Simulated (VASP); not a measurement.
Runs of VASP 6.6.1 on TeAs2. Symmetry: I4_1/amd, No. 141, tetragonal system. Conventional cell: a = 7.113 Å, b = 7.113 Å, c = 5.881 Å, α = 90.00°, β = 90.00°, γ = 90.00°. Within 3.7 Å of Te (site symmetry -4m2) lie 4 As at 2.83 Å. As (site symmetry 2/m) has 2 Te at 2.83 Å and 6 As at 2.91 to 3.56 Å within 3.7 Å. 

| level | potentials or basis | gap on the mesh (eV) | pressure (GPa) |
| --- | --- | --- | --- |
| PBE | VASP PAW PBE potentials, release 64 (Te, As) | none | -0.7 |
| LDA | VASP PAW LDA potentials, release 64 (Te, As) | none | (a) |
| PBEsol | VASP PAW PBE potentials, release 64 (Te, As) | none | -3.7 |
| r2SCAN | VASP PAW PBE potentials, release 64 (Te, As) | none | -1.8 |

Alike in all rows: task single point; no spin polarisation; cell as given; k mesh 8 × 8 × 8; cutoff (eV) 520; smearing gaussian 0.1 eV.

Fill in the values left out.

(a) -4.9.

Caveats: spin-orbit coupling is left out, which moves the levels of the heavy elements; the cell stands under tension (at least some runs); the PAW data sets were made with another functional, which shifts forces and pressure a little (at least some runs).

A k mesh can miss the band edges, and the runs leave out spin-orbit coupling on As, Te.

A gap of «none» marks levels without a gap at the run's occupations.
